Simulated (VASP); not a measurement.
Here is a VASP 6.6.1 calculation.

File INCAR:

```
SYSTEM = Co2Ru
ALGO     = Normal         ! electronic algorithm
EDIFF    = 1E-6           ! SCF threshold, eV
EDIFFG   = -0.04          ! ionic threshold
ENCUT    = 600            ! plane-wave cutoff, eV
GGA      = PE             ! functional
IBRION   = 2              ! ionic algorithm
ISIF     = 3              ! what is computed and relaxed
ISMEAR   = 0              ! smearing method
ISPIN    = 2              ! spin polarisation
LASPH    = .TRUE.         ! aspherical terms in the spheres
LCHARG   = .FALSE.        ! write CHGCAR
LMAXMIX  = 4              ! l up to which the mixer works
LORBIT   = 11             ! projections on sites
LREAL    = .FALSE.        ! projectors in reciprocal space
LWAVE    = .FALSE.        ! write WAVECAR
MAGMOM   = 0.67 0.67 0.37 ! initial moments
NELM     = 150            ! most SCF steps
NSW      = 90             ! ionic steps
PREC     = Accurate       ! precision mode
SIGMA    = 0.1            ! smearing width, eV
```

The input KPOINTS:

```
k-points
0
G
  6 6 6
  0 0 0
```

File POSCAR:

```
Co2Ru
1.0
    0.0000000000      2.5285329049      2.5285329049
    2.5285329049      0.0000000000      2.5285329049
    2.5285329049      2.5285329049      0.0000000000
Co Ru
2 1
Direct
    0.2500000000      0.2500000000      0.2500000000
    0.7500000000      0.7500000000      0.7500000000
    0.0000000000      0.0000000000      0.0000000000
```

Potentials or basis: VASP PAW PBE potentials, release 64 (Co, Ru_pv).

The run is started by

```sh
$ cat potpaw_PBE.64/Co/POTCAR potpaw_PBE.64/Ru_pv/POTCAR > POTCAR
$ mpirun -np 1 vasp_std > vasp.out
```

Q: What does it give for the relaxed volume?

A: 14.15 Å³/atom.

Q: Estimate the site moments.

A: Co +0.97; Ru +0.46 μB.

Q: What does it give for the relaxed cell?

A: a = 3.916 Å, b = 3.916 Å, c = 3.916 Å, α = 60.00°, β = 60.00°, γ = 60.00°.

Step by step:
```
step  energy change (eV)  largest force (eV/Å)  pressure (GPa)  volume (Å³)
   1              0.0000                0.0000           94.12        32.33
   2              1.1767                0.0000          -22.68        71.93
   3             -2.2387                0.0000           -8.23        44.81
   4             -2.2929                0.0000           -3.29        43.33
   5             -2.3016                0.0000            0.16        42.46
```

Caveat: the volume moved by over 15 % at a fixed basis, so the end points are rough.
